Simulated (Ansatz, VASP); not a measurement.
## Two plane-wave programs on PbS

```
Pb S
1.0
     2.98386   -2.98289    0.00000
     2.98386    2.98289    0.00000
    -1.09868    0.00000   11.16784
Pb S
2 2
Direct
  0.22637 0.22637 0.37221
  0.77363 0.77363 0.62779
  0.72951 0.72951 0.38973
  0.27049 0.27049 0.61027
```

Alike in both runs: task single point; functional PBE; dispersion D4; k mesh 4 × 4 × 2; occupations gaussian, width 0.1 eV; no spin polarisation.

|  | VASP | Ansatz |
| --- | --- | --- |
| version | VASP 6.6.1 | Ansatz 0.2.0 |
| potentials or method | VASP PAW PBE potentials, release 64 (Pb_d, S), cutoff 520 eV | scalar-relativistic, plane waves, PAW |
| valence electrons in the cell | 40 | 40 |

|  | VASP | Ansatz | Ansatz less VASP |
| --- | --- | --- | --- |
| gap on the k mesh at the Fermi level (eV) | 2.05 | 2.05 | 0.000 |
| least direct gap on the mesh (eV) | 2.06 | 2.06 | 0.000 |
| rms of the force components (eV/Å) | 0.066 | 0.069 | +0.0031 |

Atom by atom the forces differ by 0.003 eV/Å (rms over components). Ansatz's warnings: dispersion switch in reach.

Spin-orbit coupling is off throughout.
